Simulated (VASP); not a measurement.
# BaTiO3 (Pm-3m) in VASP: a series of runs

The runs below take BaTiO3 through single point, with PBEsol, r2SCAN.

Program: VASP 6.6.1. These are calculated values, not measurements. Logs are shortened: lines on timing, memory, paths and dates and some standing lists are left out, and cuts for length are marked.

## (1) The cell of the first run

It takes space group Pm-3m (No. 221, cubic). Conventional cell: a = 3.970 Å, b = 3.970 Å, c = 3.970 Å, α = 90.00°, β = 90.00°, γ = 90.00°. Within 3.7 Å of Ba (site symmetry m-3m) lie 12 O at 2.81 Å and 8 Ti at 3.44 Å. Ti (site symmetry m-3m) has 6 O at 1.99 Å within 2.6 Å. O (site symmetry 4/mmm) has 2 Ti at 1.99 Å within 2.6 Å.

## (2) Single point, PBEsol

Contents of INCAR:

```
PREC = Accurate ; ENCUT = 520
EDIFF = 1E-6 ; ISMEAR = -1
SIGMA = 0.05 ; LREAL = Auto
LASPH = True ; NELM = 80
ALGO = Normal ; ISIF = 2
LWAVE = False ; LCHARG = False
GGA = PS ; NBANDS = 186
```

Contents of KPOINTS:

```
Automatic mesh
0
Gamma
  1 1 1
```

Contents of POSCAR:

```
BaTiO3
1.0
    7.9404200000      0.0000000000      0.0000000000
    0.0000000000      7.9404200000      0.0000000000
    0.0000000000      0.0000000000      7.9404200000
Ba Ti O
8 8 24
Direct
    0.0000000000      0.0000000000      0.0000000000
    0.0000000000      0.0000000000      0.5000000000
    0.0000000000      0.5000000000      0.0000000000
    0.0000000000      0.5000000000      0.5000000000
    0.5000000000      0.0000000000      0.0000000000
    0.5000000000      0.0000000000      0.5000000000
    0.5000000000      0.5000000000      0.0000000000
    0.5000000000      0.5000000000      0.5000000000
    0.2500000000      0.2500000000      0.2500000000
    0.2500000000      0.2500000000      0.7500000000
    0.2500000000      0.7500000000      0.2500000000
    0.2500000000      0.7500000000      0.7500000000
    0.7500000000      0.2500000000      0.2500000000
    0.7500000000      0.2500000000      0.7500000000
    0.7500000000      0.7500000000      0.2500000000
    0.7500000000      0.7500000000      0.7500000000
    0.2500000000      0.2500000000      0.0000000000
    0.2500000000      0.2500000000      0.5000000000
    0.2500000000      0.7500000000      0.0000000000
    0.2500000000      0.7500000000      0.5000000000
    0.7500000000      0.2500000000      0.0000000000
    0.7500000000      0.2500000000      0.5000000000
    0.7500000000      0.7500000000      0.0000000000
    0.7500000000      0.7500000000      0.5000000000
    0.0000000000      0.2500000000      0.2500000000
    0.0000000000      0.2500000000      0.7500000000
    0.0000000000      0.7500000000      0.2500000000
    0.0000000000      0.7500000000      0.7500000000
    0.5000000000      0.2500000000      0.2500000000
    0.5000000000      0.2500000000      0.7500000000
    0.5000000000      0.7500000000      0.2500000000
    0.5000000000      0.7500000000      0.7500000000
    0.2500000000      0.0000000000      0.2500000000
    0.2500000000      0.0000000000      0.7500000000
    0.2500000000      0.5000000000      0.2500000000
    0.2500000000      0.5000000000      0.7500000000
    0.7500000000      0.0000000000      0.2500000000
    0.7500000000      0.0000000000      0.7500000000
    0.7500000000      0.5000000000      0.2500000000
    0.7500000000      0.5000000000      0.7500000000
```

Potentials or basis: VASP PAW PBE potentials, release 64 (Ba_sv, Ti_sv, O).

Launch:

```
> cat potpaw_PBE.64/Ba_sv/POTCAR potpaw_PBE.64/Ti_sv/POTCAR potpaw_PBE.64/O/POTCAR > POTCAR
> mpirun -np 1 vasp_gam > vasp.out
```

OUTCAR:

```text
PREC = Accurate
   ENCUT = 520
   EDIFF = 1E-6
   ISMEAR = -1
   LREAL = Auto
   LASPH = True
   NELM = 80
   ISIF = 2
   GGA = PS

 ion  position               nearest neighbor table
   1  0.000  0.000  0.000-  17 2.81  19 2.81  21 2.81  23 2.81  25 2.81  26 2.81  27 2.81  28 2.81
                            33 2.81  34 2.81  37 2.81  38 2.81  13 3.44  14 3.44  15 3.44  16 3.44
   2  0.000  0.000  0.500-  18 2.81  20 2.81  22 2.81  24 2.81  25 2.81  26 2.81  27 2.81  28 2.81
                            33 2.81  34 2.81  37 2.81  38 2.81  13 3.44  14 3.44  15 3.44  16 3.44
   3  0.000  0.500  0.000-  17 2.81  19 2.81  21 2.81  23 2.81  25 2.81  26 2.81  27 2.81  28 2.81
                            35 2.81  36 2.81  39 2.81  40 2.81  13 3.44  14 3.44  15 3.44  16 3.44
   4  0.000  0.500  0.500-  18 2.81  20 2.81  22 2.81  24 2.81  25 2.81  26 2.81  27 2.81  28 2.81
                            35 2.81  36 2.81  39 2.81  40 2.81  13 3.44  14 3.44  15 3.44  16 3.44
   5  0.500  0.000  0.000-  17 2.81  19 2.81  21 2.81  23 2.81  29 2.81  30 2.81  31 2.81  32 2.81
                            33 2.81  34 2.81  37 2.81  38 2.81  13 3.44  14 3.44  15 3.44  16 3.44
   6  0.500  0.000  0.500-  18 2.81  20 2.81  22 2.81  24 2.81  29 2.81  30 2.81  31 2.81  32 2.81
                            33 2.81  34 2.81  37 2.81  38 2.81  13 3.44  14 3.44  15 3.44  16 3.44
   7  0.500  0.500  0.000-  17 2.81  19 2.81  21 2.81  23 2.81  29 2.81  30 2.81  31 2.81  32 2.81
                            35 2.81  36 2.81  39 2.81  40 2.81  13 3.44  14 3.44  15 3.44  16 3.44
   8  0.500  0.500  0.500-  18 2.81  20 2.81  22 2.81  24 2.81  29 2.81  30 2.81  31 2.81  32 2.81
                            35 2.81  36 2.81  39 2.81  40 2.81  13 3.44  14 3.44  15 3.44  16 3.44
   9  0.250  0.250  0.250-  17 1.99  18 1.99  25 1.99  29 1.99  33 1.99  35 1.99   7 3.44   8 3.44
[... 45 lines left out ...]
 A1 = (   7.9404200000,   0.0000000000,   0.0000000000)
 A2 = (   0.0000000000,   7.9404200000,   0.0000000000)
 A3 = (   0.0000000000,   0.0000000000,   7.9404200000)

Analysis of symmetry for initial positions (statically):
=====================================================================
 Subroutine PRICEL returns following result:

  LATTYP: Found a simple cubic cell.
 ALAT       =     3.9702100000

  Lattice vectors:

 A1 = (   3.9702100000,   0.0000000000,   0.0000000000)
 A2 = (   0.0000000000,   3.9702100000,   0.0000000000)
 A3 = (   0.0000000000,   0.0000000000,   3.9702100000)

   8 primitive cells build up your supercell.

 Routine SETGRP: Setting up the symmetry group for a
 simple cubic supercell.

 Subroutine GETGRP returns: Found 48 space group operations
 (whereof 48 operations were pure point group operations)
 out of a pool of 48 trial point group operations.

[... 116 lines left out ...]
   PSTRESS=    0.0 pullay stress
   NELECT =     320.0000    total number of electrons
   NUPDOWN=      -1.0000    fix difference up-down
   EMIN   =  10.00;   EMAX   =-10.00  energy-range for DOS
   EFERMI =   0.00;   METHOD = LEGACY
   ISMEAR =    -1;   SIGMA  =   0.05  broadening in eV -4-tet -1-fermi 0-gaus
   EFERMI_NEDOS =   21; number of points for ismear=-14 and -15
   IALGO  =     38    algorithm
   IMIX   =      4    mixing-type and parameters
     AMIX     =   0.40;   BMIX     =  1.00
     AMIX_MAG =   1.60;   BMIX_MAG =  1.00
  volume/ion in A,a.u.               =      12.52        84.46
  Fermi-wavevector in a.u.,A,eV,Ry     =   1.410202  2.664896 27.057496  1.988670
  Thomas-Fermi vector in A             =   2.532180
   LORBIT       =      0    0 simple, 1 ext, 2 COOP (PROOUT), +10 PAW based schemes
   GGA     = PS    functional components
   LHFCALC =     F    Hartree Fock is set to
   AEXX    =    0.0000 exact exchange contribution
   IVDW    =     0    specifies the selected vdW correction
   LEPSILON=     F    determine dielectric tensor
   LRPA    =     F    only Hartree local field effects (RPA)
 non-spin polarized calculation
  energy-cutoff  :      520.00
  volume of cell :      500.65
 maximum number of plane-waves:      6699
 NGX is ok and might be reduce to    60
   NGX = 29   NGY = 29   NGZ = 29

 number of electron     319.9999826 magnetization

 Free energy of the ion-electron system (eV)
  ---------------------------------------------------
  ext. energy  EPLUGINS =         0.00000000
  ---------------------------------------------------
  free energy    TOTEN  =      -329.22172204 eV

  energy without entropy =     -329.22170866  energy(sigma->0) =     -329.22171535

 E-fermi :   4.6914     XC(G=0): -11.6448

 val. band max:        4.0111437526   @ k =   0.0000   0.0000   0.0000
 cond. band min:       5.3636158561   @ k =   0.0000   0.0000   0.0000
 fundamental gap:      1.3524721035
 Fermi energy:         4.6914326120

 k-point     1 :       0.0000    0.0000    0.0000
  band No.  band energies     occupation
      1     -52.7804      2.00000
      2     -52.7792      2.00000
      3     -52.7792      2.00000
      4     -52.7792      2.00000
      5     -52.7780      2.00000
      6     -52.7780      2.00000
[... 164 lines left out ...]
    171       7.2680      0.00000
    172       7.2680      0.00000
 [bands above 172 left out]

------------------------ aborting loop because EDIFF is reached ----------------------------------------

  FORCE on cell =-STRESS in cart. coord.  units (eV):
  Direction    XX          YY          ZZ          XY          YZ          ZX
  --------------------------------------------------------------------------------------
  -------------------------------------------------------------------------------------
  Total       14.9809636     14.9809636     14.9809636     -0.0000000     -0.0000000     -0.0000000
  in kB       47.9424149     47.9424149     47.9424149     -0.0000000     -0.0000000     -0.0000000
  external PRESSURE =      47.9424149 kB  Pullay stress =       0.0000000 kB

 VOLUME and BASIS-vectors are now :
 -----------------------------------------------------------------------------
  energy-cutoff  :      520.00
  volume of cell :      500.65
      direct lattice vectors                 reciprocal lattice vectors
     7.940420000  0.000000000  0.000000000     0.125937923  0.000000000  0.000000000
     0.000000000  7.940420000  0.000000000     0.000000000  0.125937923  0.000000000
     0.000000000  0.000000000  7.940420000     0.000000000  0.000000000  0.125937923

 POSITION                                       TOTAL-FORCE (eV/Angst)
 -----------------------------------------------------------------------------------
      0.00000      0.00000      0.00000         0.000000      0.000000     -0.000000
      0.00000      0.00000      3.97021         0.000000      0.000000      0.000000
      0.00000      3.97021      0.00000         0.000000      0.000000      0.000000
      0.00000      3.97021      3.97021         0.000000      0.000000     -0.000000
      3.97021      0.00000      0.00000         0.000000      0.000000     -0.000000
      3.97021      0.00000      3.97021         0.000000      0.000000     -0.000000
[... 32 lines left out ...]
      5.95531      3.97021      1.98510         0.000000      0.000000      0.000000
      5.95531      3.97021      5.95531         0.000000      0.000000     -0.000000
 -----------------------------------------------------------------------------------
    total drift:                                0.000000     -0.000000     -0.000000

  FREE ENERGIE OF THE ION-ELECTRON SYSTEM (eV)
  ---------------------------------------------------
  free  energy   TOTEN  =      -329.2217220422 eV

  energy  without entropy=     -329.2217086566  energy(sigma->0) =     -329.22171535
```

stdout:

```text
POSCAR found type information on POSCAR BaTiO
 POSCAR found :  3 types and      40 ions
 scaLAPACK will be used
 -----------------------------------------------------------------------------
|                                                                             |
|                                                                             |
|     You enforced a specific xc type in the INCAR file but a different       |
|     I HOPE YOU KNOW WHAT YOU ARE DOING!                                     |
|                                                                             |
 -----------------------------------------------------------------------------

 LDA part: xc-table for (Slater+PW92), standard interpolation
 POSCAR, INCAR and KPOINTS ok, starting setup
 FFT: planning ... GRIDC
 FFT: planning ... GRID_SOFT
 FFT: planning ... GRID
 WAVECAR not read
 entering main loop
```

Wall time 1.9 min (1 thread of AMD EPYC 7R43 (Zen 3), shared host); peak memory 0.44 GiB.

What came out:

| Item | Value |
| --- | --- |
| Free energy | -329.2217 eV |
| Pressure | 4.8 GPa |
| Band gap on the k mesh | 1.35 eV |

Caveat: the k points lie up to 0.79 Å⁻¹ apart; the PAW data sets were made with another functional, which shifts forces and pressure a little; spin-orbit coupling is left out, which moves the levels of the heavy elements. A k mesh can miss the band edges.

## (3) Single point, r2SCAN

POSCAR is that of step 2.

Contents of INCAR.step1:

```
SYSTEM = BaTiO3
PREC = Accurate ; ENCUT = 520
ISMEAR = -1 ; SIGMA = 0.05
LREAL = Auto ; LASPH = .TRUE.
NELM = 100 ; NBANDS = 186
GGA = PE ; ALGO = Normal
EDIFF = 1E-4 ; LWAVE = .TRUE.
LCHARG = .FALSE.
```

Contents of INCAR.step2:

```
SYSTEM = BaTiO3
PREC = Accurate ; ENCUT = 520
EDIFF = 1E-7 ; ISMEAR = -1
SIGMA = 0.05 ; LREAL = Auto
LASPH = .TRUE. ; NELM = 100
ALGO = Normal ; ISIF = 2
LWAVE = .FALSE. ; LCHARG = .FALSE.
METAGGA = R2SCAN ; LMIXTAU = .TRUE.
NBANDS = 186 ; ISTART = 1
```

Contents of KPOINTS:

```
Automatic mesh
0
G
  1 1 1
  0 0 0
```

Potentials or basis: VASP PAW PBE potentials, release 64 (Ba_sv, Ti_sv, O).

Launch:

```
> cat potpaw_PBE.64/Ba_sv/POTCAR potpaw_PBE.64/Ti_sv/POTCAR potpaw_PBE.64/O/POTCAR > POTCAR
> cp INCAR.step1 INCAR
> mpirun -np 1 vasp_gam > vasp.out
> cp INCAR.step2 INCAR
> mpirun -np 1 vasp_gam > vasp.out
```

Wall time 14 min (1 thread of Intel Xeon Platinum 8259CL at 2.50GHz (Skylake/Cascade Lake), shared host); peak memory 0.58 GiB.

Results (log left out):

| Item | Value |
| --- | --- |
| Free energy | -587.3730 eV |
| Pressure | 8.2 GPa |
| Band gap on the k mesh | 1.79 eV |

Levels at points of the mesh, in eV from the valence-band top:
| k point | band 156 | band 157 | band 158 | band 159 | band 160 | band 161 | band 162 | band 163 | band 164 | band 165 |
| --- | --- | --- | --- | --- | --- | --- | --- | --- | --- | --- |
| (0.00, 0.00, 0.00) | -0.09 | -0.09 | 0.00 | 0.00 | 0.00 | 1.79 | 1.79 | 1.79 | 1.94 | 1.94 |

Caveat: the k points lie up to 0.79 Å⁻¹ apart; the PAW data sets were made with another functional, which shifts forces and pressure a little; spin-orbit coupling is left out, which moves the levels of the heavy elements. r2SCAN opens gaps a little over a GGA but as a rule still falls short of measured ones.
